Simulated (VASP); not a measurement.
Set up this calculation in VASP 6.6.1, as the native input.

| Property | Result |
| --- | --- |
| Task | single point |
| Functional | LDA |
| Potentials or basis | VASP PAW LDA potentials, release 64 (Be) |
| Cutoff | 520 eV |
| k mesh | 22 × 22 × 22 |
| Occupations | fermi-dirac, width 0.05 eV |
| Spin | no spin polarisation |
| Dipole correction | no |
| Further INCAR settings | ALGO = Normal; EDIFF = 1e-06; NBANDS = 7 |

The structure of Be lies in POSCAR:

```
Be
1.0
    0.0000000000      1.5534892237      1.5534892237
    1.5534892237      0.0000000000      1.5534892237
    1.5534892237      1.5534892237      0.0000000000
Be
1
Direct
    0.0000000000      0.0000000000      0.0000000000
```

The input as run:

INCAR

```
ALGO = Normal
EDIFF = 1E-6
ENCUT = 520
GGA = CA
ISIF = 2
ISMEAR = -1
LASPH = True
LCHARG = False
LREAL = False
LWAVE = False
NBANDS = 7
NELM = 100
PREC = Accurate
SIGMA = 0.05
```

KPOINTS

```
k-points
0
Gamma
  22 22 22
```

Potentials or basis: VASP PAW LDA potentials, release 64 (Be).

Launch:

```sh
$ cat potpaw_LDA.64/Be/POTCAR > POTCAR
$ mpirun -np 1 vasp_std > vasp.out
```

Results of the run:

```
Pressure               : 0.5 GPa
Band gap on the k mesh : zero (band 1 reaches 8.14 eV, above the bottom of band 2 at 7.44 eV)
```

It took 3.8 s on 1 thread of Intel(R) Xeon(R) Platinum 8559C (Emerald Rapids), on a shared host, peak memory 0.11 GiB.
